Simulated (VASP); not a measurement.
# TiO2 (Pbcn) in VASP: a series of runs, part 2 of 2

VASP 6.6.1. The steps go on from the part before.

## 4. Single point, PBE+U

This run uses another cell than the first one, of 10.26 Å³/atom.

INCAR

```
SYSTEM = TiO2
  PREC = Accurate
  ENCUT = 520
  EDIFF = 1E-7
  ISMEAR = -1
  SIGMA = 0.05
  LREAL = .FALSE.
  LASPH = .TRUE.
  NELM = 150
  ALGO = Normal
  ISIF = 2
  LWAVE = .FALSE.
  LCHARG = .FALSE.
  LMAXMIX = 4
  LDAU = .TRUE.
  LDAUTYPE = 2
  LDAUL = 2 -1
  LDAUU = 1 0
  LDAUJ = 0 0
  LDAUPRINT = 1
  GGA = PE
  NBANDS = 60
```

KPOINTS

```
regular mesh
0
G
  6 5 6
  0 0 0
```

POSCAR

```
TiO2
1.0
    4.5453495500      0.0000000000      0.0000000000
    0.0000000000      5.5196194400      0.0000000000
    0.0000000000      0.0000000000      4.9091968600
Ti O
4 8
Direct
    0.0000000000      0.1729909300      0.7500000000
    0.5000000000      0.3270090700      0.2500000000
    0.0000000000      0.8270090700      0.2500000000
    0.5000000000      0.6729909300      0.7500000000
    0.2714506200      0.3817246400      0.9186490800
    0.7714506200      0.1182753600      0.0813509200
    0.2285493800      0.1182753600      0.4186490800
    0.7285493800      0.3817246400      0.5813509200
    0.2714506200      0.6182753600      0.4186490800
    0.7714506200      0.8817246400      0.5813509200
    0.2285493800      0.8817246400      0.9186490800
    0.7285493800      0.6182753600      0.0813509200
```

Started as:

```sh
$ cat potpaw_PBE.64/Ti_sv/POTCAR potpaw_PBE.64/O/POTCAR > POTCAR
$ mpirun -np 1 vasp_std > vasp.out
```

It took 9.5 min on 1 thread of Oxide Virtual Turin-like, shared host; peak memory 0.35 GiB.

It converged, with:

```
Free energy            : -104.5670 eV
Pressure               : 6.7 GPa
Largest force          : 0.084 eV/Å
Band gap on the k mesh : 2.71 eV (least direct gap 2.77 eV)
```

Forces on the atoms (eV/Å):
```
Ti   0.000 -0.066  0.000
Ti   0.000  0.066  0.000
Ti   0.000  0.066  0.000
Ti   0.000 -0.066  0.000
O   -0.007  0.083  0.000
O   -0.007 -0.083  0.000
O    0.007 -0.083  0.000
O    0.007  0.083  0.000
O   -0.007 -0.083  0.000
O   -0.007  0.083  0.000
O    0.007  0.083  0.000
O    0.007 -0.083  0.000
```

Stress tensor (GPa, compression positive):
```
6.88 0.00 0.00
0.00 6.33 0.00
0.00 0.00 6.96
```

Levels at points of the mesh, in eV from the valence-band top:
```
           k point  band 46  band 47  band 48  band 49  band 50  band 51
(0.00, 0.00, 0.00)    -0.43    -0.03     0.00     2.77     2.78     2.91
(0.50, 0.00, 0.00)    -0.49    -0.25    -0.25     3.19     3.19     3.34
(0.00, 0.00, 0.50)    -0.44    -0.31    -0.31     2.71     2.71     3.14
(0.50, 0.00, 0.50)    -0.50    -0.50    -0.50     3.07     3.07     3.07
```

Eigenvalues of the final occupation matrices:
| site | spin | trace | eigenvalues |
| --- | --- | --- | --- |
| site 1 d | 1 | 0.87 | 0.11 0.11 0.13 0.25 0.26 |
| site 1 d | 2 | 0.87 | 0.11 0.11 0.13 0.25 0.26 |
| site 2 d | 1 | 0.87 | 0.11 0.11 0.13 0.25 0.26 |
| site 2 d | 2 | 0.87 | 0.11 0.11 0.13 0.25 0.26 |
| site 3 d | 1 | 0.87 | 0.11 0.11 0.13 0.25 0.26 |
| site 3 d | 2 | 0.87 | 0.11 0.11 0.13 0.25 0.26 |
| site 4 d | 1 | 0.87 | 0.11 0.11 0.13 0.25 0.26 |
| site 4 d | 2 | 0.87 | 0.11 0.11 0.13 0.25 0.26 |

Caveat: the cell stands under pressure; an odd mesh through Γ misses points on the zone boundary, where band edges can lie.

## 5. Single point, PBE+U

This run uses another cell than the first one, of 10.26 Å³/atom.

INCAR

```
  PREC = Accurate
  ENCUT = 520
  EDIFF = 1E-6
  ISMEAR = -1
  SIGMA = 0.05
  LREAL = False
  LASPH = True
  NELM = 150
  ALGO = Normal
  ISIF = 2
  LWAVE = False
  LCHARG = False
  LMAXMIX = 4
  LDAU = True
  LDAUTYPE = 2
  LDAUL = 2 -1
  LDAUU = 3 0
  LDAUJ = 0 0
  LDAUPRINT = 1
  GGA = PE
  NBANDS = 60
```

KPOINTS

```
Automatic mesh
0
Gamma
  6 5 6
```

POSCAR is that of step 4.

Started as:

```sh
$ cat potpaw_PBE.64/Ti_sv/POTCAR potpaw_PBE.64/O/POTCAR > POTCAR
$ mpirun -np 1 vasp_std > vasp.out
```

It took 5.4 min on 1 thread of Oxide Virtual Turin-like, shared host; peak memory 0.35 GiB.

It converged, with:

```yaml
Free_energy: -99.1409 eV
Pressure: 10.6 GPa
Largest_force: 0.372 eV/Å
Band_gap_on_the_k_mesh: 2.95 eV (least direct gap 3.02 eV)
```

Forces in eV/Å, atoms in the order of the input:
```
Ti   0.000 -0.372  0.000
Ti   0.000  0.372  0.000
Ti   0.000  0.372  0.000
Ti   0.000 -0.372  0.000
O    0.068  0.277  0.014
O    0.068 -0.277 -0.014
O   -0.068 -0.277  0.014
O   -0.068  0.277 -0.014
O    0.068 -0.277  0.014
O    0.068  0.277 -0.014
O   -0.068  0.277  0.014
O   -0.068 -0.277 -0.014
```

Stress tensor (GPa, compression positive):
```
11.06  0.00  0.00
 0.00  9.50  0.00
 0.00  0.00 11.38
```

Levels at points of the mesh, in eV from the valence-band top:
```tsv
k point	band 44	band 45	band 46	band 47	band 48	band 49	band 50	band 51	band 52	band 53
(0.00, 0.00, 0.00)	-0.55	-0.51	-0.41	-0.03	0.00	3.02	3.05	3.13	3.17	3.23
(0.50, 0.00, 0.00)	-1.30	-0.46	-0.46	-0.24	-0.24	3.44	3.44	3.62	3.62	3.90
(0.00, 0.00, 0.50)	-1.02	-0.41	-0.41	-0.31	-0.31	2.95	2.95	3.42	3.42	3.82
(0.50, 0.00, 0.50)	-1.26	-0.50	-0.50	-0.50	-0.50	3.32	3.32	3.32	3.32	3.85
```

Eigenvalues of the final occupation matrices:
| site | spin | trace | eigenvalues |
| --- | --- | --- | --- |
| site 1 d | 1 | 0.83 | 0.10 0.10 0.12 0.25 0.26 |
| site 1 d | 2 | 0.83 | 0.10 0.10 0.12 0.25 0.26 |
| site 2 d | 1 | 0.83 | 0.10 0.10 0.12 0.25 0.26 |
| site 2 d | 2 | 0.83 | 0.10 0.10 0.12 0.25 0.26 |
| site 3 d | 1 | 0.83 | 0.10 0.10 0.12 0.25 0.26 |
| site 3 d | 2 | 0.83 | 0.10 0.10 0.12 0.25 0.26 |
| site 4 d | 1 | 0.83 | 0.10 0.10 0.12 0.25 0.26 |
| site 4 d | 2 | 0.83 | 0.10 0.10 0.12 0.25 0.26 |

Caveat: the cell stands under pressure; an odd mesh through Γ misses points on the zone boundary, where band edges can lie.

## 6. Single point, PBEsol+U

This run uses another cell than the first one, of 10.26 Å³/atom.

INCAR

```
PREC     = Accurate       # precision mode
ENCUT    = 520            # plane-wave cutoff, eV
EDIFF    = 1E-6           # SCF threshold, eV
ISMEAR   = -1             # smearing method
SIGMA    = 0.05           # smearing width, eV
LREAL    = False          # projectors in reciprocal space
LASPH    = True           # aspherical terms in the spheres
NELM     = 150            # most SCF steps
ALGO     = Normal         # electronic algorithm
ISIF     = 2              # what is computed and relaxed
LWAVE    = False          # write WAVECAR
LCHARG   = True           # write CHGCAR
LMAXMIX  = 4              # l up to which the mixer works
LDAU     = True           # DFT+U
LDAUTYPE = 2            
LDAUL    = 2 -1           # shell
LDAUU    = 3 0            # U, eV
LDAUJ    = 0 0          
LDAUPRINT= 1            
GGA      = PS             # functional
LELF     = True           # ELF
LVHAR    = True         
NBANDS   = 60             # bands
```

KPOINTS is that of step 5.

POSCAR is that of step 5.

Potentials or basis: VASP PAW PBE potentials, release 64 (Ti_sv, O).

Started as:

```sh
$ cat potpaw_PBE.64/Ti_sv/POTCAR potpaw_PBE.64/O/POTCAR > POTCAR
$ mpirun -np 1 vasp_std > vasp.out
```

Wall time 12 min (1 thread of Oxide Virtual Turin-like, shared host); peak memory 0.35 GiB.

The run converged. Its results:

* Free energy: -104.0040 eV
* Pressure: 3.6 GPa
* Largest force: 0.397 eV/Å
* Band gap on the k mesh: 2.91 eV (least direct gap 2.99 eV)

Forces in eV/Å, atoms in the order of the input:
```
Ti   0.000 -0.397  0.000
Ti   0.000  0.397  0.000
Ti   0.000  0.397  0.000
Ti   0.000 -0.397  0.000
O    0.118  0.241  0.019
O    0.118 -0.241 -0.019
O   -0.118 -0.241  0.019
O   -0.118  0.241 -0.019
O    0.118 -0.241  0.019
O    0.118  0.241 -0.019
O   -0.118  0.241  0.019
O   -0.118 -0.241 -0.019
```

Stress tensor (GPa, compression positive):
```
4.15 0.00 0.00
0.00 2.56 0.00
0.00 0.00 4.02
```

Levels at points of the mesh, in eV from the valence-band top:
```csv
k point,band 44,band 45,band 46,band 47,band 48,band 49,band 50,band 51,band 52,band 53
"(0.00, 0.00, 0.00)",-0.55,-0.51,-0.42,-0.03,0.00,2.99,3.02,3.10,3.15,3.20
"(0.50, 0.00, 0.00)",-1.31,-0.46,-0.46,-0.24,-0.24,3.41,3.41,3.59,3.59,3.89
"(0.00, 0.00, 0.50)",-1.03,-0.42,-0.42,-0.32,-0.32,2.91,2.91,3.40,3.40,3.80
"(0.50, 0.00, 0.50)",-1.28,-0.51,-0.51,-0.51,-0.51,3.30,3.30,3.30,3.30,3.83
```

Eigenvalues of the final occupation matrices:
```tsv
site	spin	trace	eigenvalues
site 1 d	1	0.83	0.10 0.10 0.12 0.25 0.26
site 1 d	2	0.83	0.10 0.10 0.12 0.25 0.26
site 2 d	1	0.83	0.10 0.10 0.12 0.25 0.26
site 2 d	2	0.83	0.10 0.10 0.12 0.25 0.26
site 3 d	1	0.83	0.10 0.10 0.12 0.25 0.26
site 3 d	2	0.83	0.10 0.10 0.12 0.25 0.26
site 4 d	1	0.83	0.10 0.10 0.12 0.25 0.26
site 4 d	2	0.83	0.10 0.10 0.12 0.25 0.26
```

Caveat: the cell stands under pressure; the PAW data sets were made with another functional, which shifts forces and pressure a little; an odd mesh through Γ misses points on the zone boundary, where band edges can lie.

## 7. The runs side by side

| task | level | potentials or basis | U | cell | cutoff (eV) | gap on the mesh (eV) | pressure (GPa) | largest force (eV/Å) |
| --- | --- | --- | --- | --- | --- | --- | --- | --- |
| single point | BLYP+D3(BJ) | VASP PAW PBE potentials, release 64 (Ti_sv, O_h) | - | a = 4.548, b = 5.544, c = 4.909 Å, 12 atoms, atomic positions A | 910 | 2.63 | 0.7 | 0.08 |
| relaxation of cell and atoms | PBE | VASP PAW PBE potentials, release 64 (Ti_sv, O) | - | relaxed from a = 4.545, b = 5.520, c = 4.909 Å, 12 atoms, atomic positions B | 600 | 2.58 | 0.0 | 0.01 |
| single point | PBE+U | VASP PAW PBE potentials, release 64 (Ti_sv, O) | Ti d U = 1.0 eV | a = 4.545, b = 5.520, c = 4.909 Å, 12 atoms, atomic positions B | 520 | 2.71 | 6.7 | 0.08 |
| single point | PBE+U | VASP PAW PBE potentials, release 64 (Ti_sv, O) | Ti d U = 3.0 eV | a = 4.545, b = 5.520, c = 4.909 Å, 12 atoms, atomic positions B | 520 | 2.95 | 10.6 | 0.37 |
| single point | PBEsol+U | VASP PAW PBE potentials, release 64 (Ti_sv, O) | Ti d U = 3.0 eV | a = 4.545, b = 5.520, c = 4.909 Å, 12 atoms, atomic positions B | 520 | 2.91 | 3.6 | 0.40 |

Alike in all rows: no spin polarisation; k mesh 6 × 5 × 6; smearing fermi-dirac 0.05 eV.

Caveats: an odd mesh through Γ misses points on the zone boundary, where band edges can lie; the cell stands under pressure (at least some runs); the PAW data sets were made with another functional, which shifts forces and pressure a little (at least some runs); the cutoff is under 1.25 times the usual one of these potentials, so pressure, stress and relaxed cells hold a basis-set (Pulay) error (at least some runs).

Total energies depend on the potentials used, so only differences within one code and one set of settings carry meaning.
